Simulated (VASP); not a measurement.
A run of VASP 6.6.1:

File INCAR:

```
SYSTEM = CdSe
PREC = Accurate ; ENCUT = 520
EDIFF = 1E-6 ; ISMEAR = 0
SIGMA = 0.05 ; LREAL = .False.
LASPH = .True. ; NELM = 100
ALGO = Normal ; ISIF = 2
LWAVE = .False. ; LCHARG = .False.
GGA = PE ; NBANDS = 26
```

Contents of KPOINTS:

```
regular mesh
0
Gamma
  6 6 4
  0 0 0
```

File POSCAR:

```
CdSe
1.0
    4.2984999142      0.0000000000      0.0000000000
   -2.1492499571      3.7226101239      0.0000000000
    0.0000000000      0.0000000000      7.0152000000
Cd Se
2 2
Direct
    0.6465195125      0.2930390250     -0.0213821416
    0.3333333333      0.6666666667      0.5000000000
    0.6666666667      0.3333333333      0.3750000000
    0.3333333333      0.6666666667      0.8750000000
```

Potentials or basis: VASP PAW PBE potentials, release 64 (Cd, Se).

The run is started by

```console
$ cat potpaw_PBE.64/Cd/POTCAR potpaw_PBE.64/Se/POTCAR > POTCAR
$ mpirun -np 1 vasp_std > vasp.out
```

Hardware: 1 thread of Intel(R) Xeon(R) Platinum 8488C (Sapphire Rapids), with other jobs on the host.

Task: Estimate the wall time of this run.

Result: Run time: 73 s on 1 thread of Intel(R) Xeon(R) Platinum 8488C (Sapphire Rapids), on a shared host, peak memory 0.29 GiB. Counts: scf iterations 14, k points 47.
